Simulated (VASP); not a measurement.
A run of VASP 6.6.1 is set up as follows.

INCAR

```
PREC     = Accurate       # precision mode
ENCUT    = 520            # plane-wave cutoff, eV
EDIFF    = 1E-6           # SCF threshold, eV
ISMEAR   = -1             # smearing method
SIGMA    = 0.05           # smearing width, eV
LREAL    = F              # projectors in reciprocal space
LASPH    = T              # aspherical terms in the spheres
NELM     = 60             # most SCF steps
ALGO     = Normal         # electronic algorithm
ISIF     = 2              # what is computed and relaxed
LWAVE    = F              # write WAVECAR
LCHARG   = T              # write CHGCAR
GGA      = PS             # functional
LELF     = T              # ELF
LVHAR    = T            
NBANDS   = 12             # bands
```

File KPOINTS:

```
regular mesh
0
Gamma
  14 14 14
```

Contents of POSCAR:

```
In
1.0
    2.8533803621      0.0000000000      0.0000000000
    0.0000000000      2.8533803621      0.0000000000
    0.0000000000      0.0000000000      2.8533803621
In
1
Direct
    0.0000000000      0.0000000000      0.0000000000
```

Potentials or basis: VASP PAW PBE potentials, release 64 (In_d).

Run with:

```console
$ cat potpaw_PBE.64/In_d/POTCAR > POTCAR
$ mpirun -np 1 vasp_std > vasp.out
```

Q: Predict the pressure.

A: 10.0 GPa.

Caveat: the PAW data sets were made with another functional, which shifts forces and pressure a little.
